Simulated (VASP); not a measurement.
Here is a VASP 6.6.1 calculation.

INCAR

```
  ALGO = Normal
  EDIFF = 1E-8
  ENCUT = 520
  ISIF = 2
  ISMEAR = -1
  LASPH = True
  LCHARG = False
  LEFG = True
  LREAL = False
  LWAVE = False
  NBANDS = 32
  NELM = 60
  PREC = Accurate
  SIGMA = 0.05
```

KPOINTS

```
k-points
0
Gamma
  7 7 8
```

Contents of POSCAR:

```
Zr3Ag
1.0
    4.6260858378      0.0000000000      0.0000000000
    0.0000000000      4.6260858378      0.0000000000
    0.0000000000      0.0000000000      4.0384533836
Zr Ag
3 1
Direct
    0.5000000000      0.5000000000      0.0000000000
    0.0000000000      0.5000000000      0.5000000000
    0.5000000000      0.0000000000      0.5000000000
    0.0000000000      0.0000000000      0.0000000000
```

Potentials or basis: VASP PAW LDA potentials, release 64 (Zr_sv, Ag).

Launch:

```bash
$ cat potpaw_LDA.64/Zr_sv/POTCAR potpaw_LDA.64/Ag/POTCAR > POTCAR
$ mpirun -np 1 vasp_std > vasp.out
```

**Question.** What does it give for the band gap on the k mesh?

**Answer.** Zero (an odd number of electrons rules out a gap without spin polarisation).

**Question.** Predict the pressure.

**Answer.** -8.2 GPa.

Stress tensor (GPa, compression positive):
```
-9.05  0.00  0.00
 0.00 -9.05  0.00
 0.00  0.00 -6.61
```

Caveat: the cell stands under tension; without QUAD_EFG the Cq values of the log hold for a quadrupole moment of 1 mb, not for the nuclei.
